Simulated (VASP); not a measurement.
Input of a VASP 6.6.1 run:

Contents of INCAR:

```
SYSTEM = AlN
PREC = Accurate
ENCUT = 600
EDIFF = 1E-6
ISMEAR = 0
SIGMA = 0.02
LREAL = .False.
LASPH = .True.
NELM = 120
ALGO = Normal
ISIF = 2
LWAVE = .False.
LCHARG = .False.
GGA = PS
NBANDS = 16
GGA_COMPAT = .False.
```

File KPOINTS:

```
regular mesh
0
Gamma
  9 9 5
  0 0 0
```

The input POSCAR:

```
AlN
1.0
    3.0758056105      0.0000000000      0.0000000000
   -1.5379028052      2.6637257958      0.0000000000
    0.0000000000      0.0000000000      5.0201980548
Al N
2 2
Direct
    0.3333333333      0.6666666667      0.0033192940
    0.6666666667      0.3333333333      0.5033192940
    0.3333333333      0.6666666667      0.3816807060
    0.6666666667      0.3333333333      0.8816807060
```

Potentials or basis: VASP PAW PBE potentials, release 64 (Al, N).

Run with:

```console
$ cat potpaw_PBE.64/Al/POTCAR potpaw_PBE.64/N/POTCAR > POTCAR
$ mpirun -np 1 vasp_std > vasp.out
```

(1) What does it give for the band gap on the k mesh?

(2) What does it give for the pressure?

## Answers

(1) 4.36 eV, direct.

(2) 3.6 GPa.

Caveat: the PAW data sets were made with another functional, which shifts forces and pressure a little.
